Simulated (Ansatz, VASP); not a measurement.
**Two plane-wave programs on CsH**

```
Cs H
1.0
     0.00000    3.18800    3.18800
     3.18800    0.00000    3.18800
     3.18800    3.18800    0.00000
Cs H
1 1
Direct
  0.06862 0.06862 0.93138
  0.50000 0.50000 0.50000
```

Change from the starting cell: all Cs atoms moved +0.438 Å, as atom 1 along Cartesian [0 0 1].

Alike in both runs: task single point; functional r2SCAN; k mesh 6 × 6 × 6; occupations gaussian, width 0.05 eV; no spin polarisation.

|  | VASP | Ansatz |
| --- | --- | --- |
| version | VASP 6.6.1 | Ansatz 0.2.0 |
| potentials or method | VASP PAW PBE potentials, release 64 (Cs_sv, H), cutoff 520 eV | scalar-relativistic, plane waves, PAW |
| valence electrons in the cell | 10 | 10 |

Ansatz gave:

```
gap on the k mesh at the Fermi level (eV)                     : 2.82
least direct gap on the mesh (eV)                             : 2.82
pressure (GPa)                                                : 0.5
traceless stress, the component that is largest in VASP (GPa) : 1.38
rms of the force components (eV/Å)                            : 0.220
```

**Question.** What did VASP give for the same quantities?

**Answer.** gap on the k mesh at the Fermi level (eV): 2.80; least direct gap on the mesh (eV): 2.80; pressure (GPa): 0.5; traceless stress, the component that is largest in VASP (GPa): 1.41; rms of the force components (eV/Å): 0.224.

VASP's potentials were made for PBE, not for r2SCAN. Atom by atom the forces differ by 0.003 eV/Å (rms over components). With one functional, cell and mesh, what is left measures potentials, basis and numerics.

Neither program's run includes spin-orbit coupling.
